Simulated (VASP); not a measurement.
BiTe: single point with PBE

BiTe:

```
CELL_PARAMETERS angstrom
0.00000 3.23303 3.23303
3.23303 0.00000 3.23303
3.23303 3.23303 0.00000
ATOMIC_POSITIONS crystal
Bi 0.00000 0.00000 0.00000
Te 0.50000 0.50000 0.50000
```

This cell differs from its parent crystal: volume scaled by 0.98.

| Property | Result |
| --- | --- |
| Program | VASP 6.6.1 |
| Task | single point |
| Functional | PBE |
| Potentials or basis | VASP PAW PBE potentials, release 64 (Bi_d, Te) |
| Cutoff | 520 eV |
| k mesh | 12 × 12 × 12 |
| Occupations | fermi-dirac, width 0.15 eV |
| Spin | no spin polarisation |

```
Pressure : 0.9 GPa
```

Levels at points of the mesh, in eV from the Fermi level:
```
           k point  band 6  band 7  band 8  band 9  band 10  band 11  band 12  band 13  band 14  band 15
(0.00, 0.00, 0.00)  -13.55   -8.14   -2.56   -2.56    -2.56     2.14     2.14     2.14     4.65     4.65
(0.50, 0.00, 0.00)  -11.59  -11.27   -1.93   -1.93    -1.61    -0.83    -0.64    -0.64     7.31     7.76
(0.50, 0.50, 0.00)  -11.79   -9.97   -5.69   -4.04    -4.04     2.22     3.58     3.58     4.96     8.66
```

Run time: 40 s on 1 thread of Intel(R) Xeon(R) Platinum 8488C (Sapphire Rapids) (shared host), peak memory 0.25 GiB.

Caveat: spin-orbit coupling is left out, which moves the levels of the heavy elements.
